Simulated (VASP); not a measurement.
LiF, 4 atoms in the cell. It takes space group P6_3mc (No. 186, hexagonal). The conventional cell has a = 3.063 Å, b = 3.063 Å, c = 4.559 Å, α = 90.00°, β = 90.00°, γ = 120.00°. Within 2.4 Å of Li (site symmetry 3m) lie 4 F at 1.79 to 1.83 Å. Within 2.4 Å of F (site symmetry 3m) lie 4 Li at 1.79 to 1.83 Å.  This cell differs from its parent crystal: c/a of the conventional cell at fixed volume 1.4884.

- Program: VASP 6.6.1
- Task: single point
- Functional: LDA
- Potentials or basis: VASP PAW LDA potentials, release 64 (Li_sv, F)
- Cutoff: 520 eV
- k mesh: 9 × 9 × 6
- Occupations: gaussian, width 0.05 eV
- Spin: no spin polarisation
- Dipole correction: no
- Further INCAR settings: ALGO = Normal; EDIFF = 1e-07; NBANDS = 18

Potentials or basis: VASP PAW LDA potentials, release 64 (Li_sv, F).

Run with:

```console
$ cat potpaw_LDA.64/Li_sv/POTCAR potpaw_LDA.64/F/POTCAR > POTCAR
$ mpirun -np 1 vasp_std > vasp.out
```

Hardware: 1 thread of Intel Xeon 8259CL, with other jobs on the host.

Q: Estimate the wall time of this run.

A: Run time: 42 s on 1 thread of Intel Xeon 8259CL (shared host), peak memory 0.15 GiB. Counts: scf iterations 13, k points 48.
